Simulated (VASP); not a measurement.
# Ti3H in VASP: a series of runs, part 2 of 3

VASP 6.6.1. Earlier steps stand in the parts before.

## 4. Single point, PBE

INCAR

```
SYSTEM = Ti3H
PREC = Accurate ; ENCUT = 520
EDIFF = 1E-7 ; ISMEAR = 0
SIGMA = 0.1 ; LREAL = .FALSE.
LASPH = .TRUE. ; NELM = 100
ALGO = Normal ; ISIF = 2
LWAVE = .FALSE. ; LCHARG = .FALSE.
LDIPOL = .TRUE. ; IDIPOL = 3
DIPOL = 0.5 0.5 0.359 ; GGA = PE
NBANDS = 26
```

KPOINTS

```
regular mesh
0
G
  10 10 1
  0 0 0
```

POSCAR

```
Ti3H
1.0
    2.8192036097      0.0000000000      0.0000000000
   -0.9397345366      2.6579706533      0.0000000000
    0.0000000000      0.0000000000     19.8263799740
Ti H
3 1
Direct
    0.5000000000      0.5000000000      0.2017514042
    0.0000000000      0.0000000000      0.3111715134
    0.5000000000      0.5000000000      0.4199647129
    0.6666666667      0.6666666667      0.5034659092
```

Potentials or basis: VASP PAW PBE potentials, release 64 (Ti_sv, H).

Started as:

```bash
> cat potpaw_PBE.64/Ti_sv/POTCAR potpaw_PBE.64/H/POTCAR > POTCAR
> mpirun -np 1 vasp_std > vasp.out
```

OUTCAR:

```text
SYSTEM = Ti3H
   PREC = Accurate
   ENCUT = 520
   EDIFF = 1E-7
   ISMEAR = 0
   LREAL = .FALSE.
   LASPH = .TRUE.
   NELM = 100
   ISIF = 2
   GGA = PE

 ion  position               nearest neighbor table
   1  0.500  0.500  0.202-   2 2.71   2 2.71
   2  0.000  0.000  0.311-   3 2.70   3 2.70   1 2.71   1 2.71
   3  0.500  0.500  0.420-   4 1.74   2 2.70   2 2.70
   4  0.667  0.667  0.503-   3 1.74

  LATTYP: Found a base centered orthorhombic cell.
 ALAT       =     3.2553359259
 B/A-ratio  =     1.4142135624
 C/A-ratio  =     6.0904252050

  Lattice vectors:

 A1 = (   2.8192036097,   0.0000000000,   0.0000000000)
 A2 = (  -0.9397345366,   2.6579706533,   0.0000000000)
 A3 = (   0.0000000000,   0.0000000000,  19.8263799740)

Analysis of symmetry for initial positions (statically):
=====================================================================
 Subroutine PRICEL returns:
 Original cell was already a primitive cell.

 Routine SETGRP: Setting up the symmetry group for a
 base centered orthorhombic supercell.

 Subroutine GETGRP returns: Found  2 space group operations
 (whereof  2 operations were pure point group operations)
 out of a pool of  8 trial point group operations.

The static configuration has the point symmetry C_1h.

Analysis of symmetry for dynamics (positions and initial velocities):
=====================================================================
 Subroutine PRICEL returns:
 Original cell was already a primitive cell.

 Routine SETGRP: Setting up the symmetry group for a
 base centered orthorhombic supercell.

 Subroutine GETGRP returns: Found  2 space group operations
 (whereof  2 operations were pure point group operations)
 out of a pool of  8 trial point group operations.

The dynamic configuration has the point symmetry C_1h.

 Subroutine INISYM returns: Found  2 space group operations
 (whereof  2 operations are pure point group operations),
 and found     1 'primitive' translations

----------------------------------------------------------------------------------------

                                     Primitive cell

  volume of cell :     148.5662

  direct lattice vectors                    reciprocal lattice vectors
     2.819203610  0.000000000  0.000000000     0.354710102  0.125408959  0.000000000
    -0.939734537  2.657970653  0.000000000     0.000000000  0.376226878  0.000000000
     0.000000000  0.000000000 19.826379974     0.000000000  0.000000000  0.050437851

  length of vectors
     2.819203610  2.819203610 19.826379974     0.376226878  0.376226878  0.050437851

  position of ions in fractional coordinates (direct lattice)
     0.500000000  0.500000000  0.201751404
     0.000000000  0.000000000  0.311171513
     0.500000000  0.500000000  0.419964713
     0.666666667  0.666666667  0.503465909

  ion indices of the primitive-cell ions
   primitive index   ion index
                 1           1
                 2           2
                 3           3
                 4           4

----------------------------------------------------------------------------------------

 KPOINTS: regular mesh
[... 29 lines left out ...]
  0.400000 -0.000000  0.000000      4.000000
  0.500000  0.000000  0.000000      2.000000
[... 16 lines left out ...]
  0.300000  0.300000  0.000000      2.000000
  0.400000  0.300000  0.000000      4.000000
 [... further k-points ...]
   k-points           NKPTS =     31   k-points in BZ     NKDIM =     31   number of bands    NBANDS=     26
   number of dos      NEDOS =    301   number of ions     NIONS =      4
   total plane-waves  NPLWV =  86400
   dimension x,y,z NGX =    24 NGY =   24 NGZ =  150
   dimension x,y,z NGXF=    48 NGYF=   48 NGZF=  300
   ions per type =               3   1
   NGX,Y,Z   is equivalent  to a cutoff of  14.15, 14.15, 12.58 a.u.
   NGXF,Y,Z  is equivalent  to a cutoff of  28.31, 28.31, 25.16 a.u.
 SYSTEM =  Ti3H
   PREC   = accura    normal or accurate (medium, high low for compatibility)
   ISTART =      0    job   : 0-new  1-cont  2-samecut
   ICHARG =      2    charge: 1-file 2-atom 10-const
   ISPIN  =      1    spin polarized calculation?
   LNONCOLLINEAR =      F non collinear calculations
   LSORBIT =      F    spin-orbit coupling
   LASPH  =      T    aspherical Exc in radial PAW
   ENCUT  =  520.0 eV  38.22 Ry    6.18 a.u.   5.24  5.24 36.86*2*pi/ulx,y,z
   NELM   =    100;   NELMIN=  2; NELMDL= -5     # of ELM steps
   EDIFF  = 0.1E-06   stopping-criterion for ELM
   LREAL  =      F    real-space projection
   EDIFFG = 0.1E-05   stopping-criterion for IOM
   NSW    =      0    number of steps for IOM
   IBRION =     -1    ionic relax: 0-MD 1-quasi-New 2-CG
   NFREE  =      0    steps in history (QN), initial steepest desc. (CG)
   ISIF   =      2    stress and relaxation
   ISYM   =      2    0-nonsym 1-usesym 2-fastsym
   POTIM  = 0.5000    time-step for ionic-motion
   TEBEG  =    0.0;   TEEND  =   0.0 temperature during run
   PSTRESS=    0.0 pullay stress
   NELECT =      37.0000    total number of electrons
   NUPDOWN=      -1.0000    fix difference up-down
   EMIN   =  10.00;   EMAX   =-10.00  energy-range for DOS
   EFERMI =   0.00;   METHOD = LEGACY
   ISMEAR =     0;   SIGMA  =   0.10  broadening in eV -4-tet -1-fermi 0-gaus
   EFERMI_NEDOS =   21; number of points for ismear=-14 and -15
   IALGO  =     38    algorithm
   IMIX   =      4    mixing-type and parameters
     AMIX     =   0.40;   BMIX     =  1.00
     AMIX_MAG =   1.60;   BMIX_MAG =  1.00
  volume/ion in A,a.u.               =      37.14       250.64
  Fermi-wavevector in a.u.,A,eV,Ry     =   1.029996  1.946410 14.434299  1.060891
  Thomas-Fermi vector in A             =   2.164071
   LORBIT       =      0    0 simple, 1 ext, 2 COOP (PROOUT), +10 PAW based schemes
   GGA     = PE    functional components
   LHFCALC =     F    Hartree Fock is set to
   AEXX    =    0.0000 exact exchange contribution
   IVDW    =     0    specifies the selected vdW correction
   LEPSILON=     F    determine dielectric tensor
   LRPA    =     F    only Hartree local field effects (RPA)
 non-spin polarized calculation
 Gauss-broadening in eV      SIGMA  =   0.10
  energy-cutoff  :      520.00
  volume of cell :      148.57
 maximum number of plane-waves:      4027
 NGX is ok and might be reduce to    24
   NGX = 11   NGY = 11   NGZ = 73

 dipolmoment           0.000000      0.000000     -0.164349 electrons x Angstroem

 number of electron      36.9999992 magnetization

 dipolmoment           0.000000      0.000000      0.081429 electrons x Angstroem

 Free energy of the ion-electron system (eV)
  ---------------------------------------------------
  ext. energy  EPLUGINS =         0.00000000
  ---------------------------------------------------
  free energy    TOTEN  =       -24.66257651 eV

  energy without entropy =      -24.61562798  energy(sigma->0) =      -24.63910224

 E-fermi :  -0.4395     XC(G=0):  -5.1373

 val. band max:       -0.4461149375   @ k =   0.0000   0.0000   0.0000
 cond. band min:      -0.4386282577   @ k =   0.4000   0.1000   0.0000
 fundamental gap:      0.0074866797
 Fermi energy:        -0.4394953235

 k-point     1 :       0.0000    0.0000    0.0000
  band No.  band energies     occupation
      1     -57.0696      2.00000
      2     -57.0512      2.00000
      3     -56.6981      2.00000
      4     -33.5263      2.00000
      5     -33.3382      2.00000
      6     -33.1087      2.00000
[... 685 lines left out ...]
     25       2.4039      0.00000
     26       2.7740      0.00000

 [... further k-points ...]

------------------------ aborting loop because EDIFF is reached ----------------------------------------

 vacuum level on the upper side and lower side of the slab       (xc-potential included)         0.784        -1.191

  FORCE on cell =-STRESS in cart. coord.  units (eV):
  Direction    XX          YY          ZZ          XY          YZ          ZX
  --------------------------------------------------------------------------------------
  -------------------------------------------------------------------------------------
  Total       -0.3554047      0.0582750      0.5917536      0.5850315      0.9747029      0.6892208
  in kB       -3.8327786      0.6284533      6.3816271      6.3091347     10.5114535      7.4327395
  external PRESSURE =       1.0591006 kB  Pullay stress =       0.0000000 kB

 VOLUME and BASIS-vectors are now :
 -----------------------------------------------------------------------------
  energy-cutoff  :      520.00
  volume of cell :      148.57
      direct lattice vectors                 reciprocal lattice vectors
     2.819203610  0.000000000  0.000000000     0.354710102  0.125408959  0.000000000
    -0.939734537  2.657970653  0.000000000     0.000000000  0.376226878  0.000000000
     0.000000000  0.000000000 19.826379974     0.000000000  0.000000000  0.050437851

 POSITION                                       TOTAL-FORCE (eV/Angst)
 -----------------------------------------------------------------------------------
      0.93973      1.32899      4.00000        -0.019046     -0.026935      0.028814
      0.00000      0.00000      6.16940         0.119164      0.168524     -0.364102
      0.93973      1.32899      8.32638        -0.622006     -0.879649      0.362008
      1.25298      1.77198      9.98191         0.521887      0.738060     -0.026720
 -----------------------------------------------------------------------------------
    total drift:                                0.000039      0.000056      0.000211

  FREE ENERGIE OF THE ION-ELECTRON SYSTEM (eV)
  ---------------------------------------------------
  free  energy   TOTEN  =       -24.6625765096 eV

  energy  without entropy=      -24.6156279760  energy(sigma->0) =      -24.63910224

 vacuum level on the upper side and lower side of the slab         5.648         3.621
```

OSZICAR:

```text
N       E                     dE             d eps       ncg     rms          rms(c)
DAV:   1     0.422288323967E+03    0.42229E+03   -0.20204E+04  1788   0.140E+03
DAV:   2     0.260108497967E+02   -0.39628E+03   -0.38971E+03  1766   0.447E+02
DAV:   3    -0.212944203712E+02   -0.47305E+02   -0.46598E+02  2990   0.136E+02
[... 20 lines left out ...]
DAV:  24    -0.246625584635E+02   -0.20164E-04   -0.33305E-06  2046   0.110E-02    0.593E-03
DAV:  25    -0.246625690951E+02   -0.10632E-04   -0.19142E-06  1872   0.577E-03    0.343E-03
DAV:  26    -0.246625753783E+02   -0.62831E-05   -0.15308E-06  1848   0.832E-03    0.146E-03
DAV:  27    -0.246625761889E+02   -0.81064E-06   -0.17582E-07  1484   0.319E-03    0.550E-04
DAV:  28    -0.246625765079E+02   -0.31896E-06   -0.10875E-07  1246   0.227E-03    0.907E-04
DAV:  29    -0.246625765096E+02   -0.17271E-08   -0.53637E-08   984   0.181E-03
   1 F= -.24662577E+02 E0= -.24639102E+02  d E =-.469485E-01
```

stdout:

```text
POSCAR found type information on POSCAR TiH
 POSCAR found :  2 types and       4 ions
 scaLAPACK will be used
 LDA part: xc-table for (Slater+PW92), standard interpolation
 POSCAR, INCAR and KPOINTS ok, starting setup
 FFT: planning ... GRIDC
 FFT: planning ... GRID_SOFT
 FFT: planning ... GRID
 WAVECAR not read
 entering main loop
```

Run time: 2.9 min. Hardware: 1 thread of Intel Xeon 6975P-C (Granite Rapids), shared host; peak memory 0.33 GiB.

Results:

```yaml
Free_energy: -24.6626 eV
Largest_force: 1.137 eV/Å
Band_gap_on_the_k_mesh: zero (an odd number of electrons rules out a gap without spin polarisation)
```

Forces in eV/Å, atoms in the order of the input:
```
Ti  -0.019 -0.027  0.029
Ti   0.119  0.169 -0.364
Ti  -0.622 -0.880  0.362
H    0.522  0.738 -0.027
```

[end of part 2 of 3]
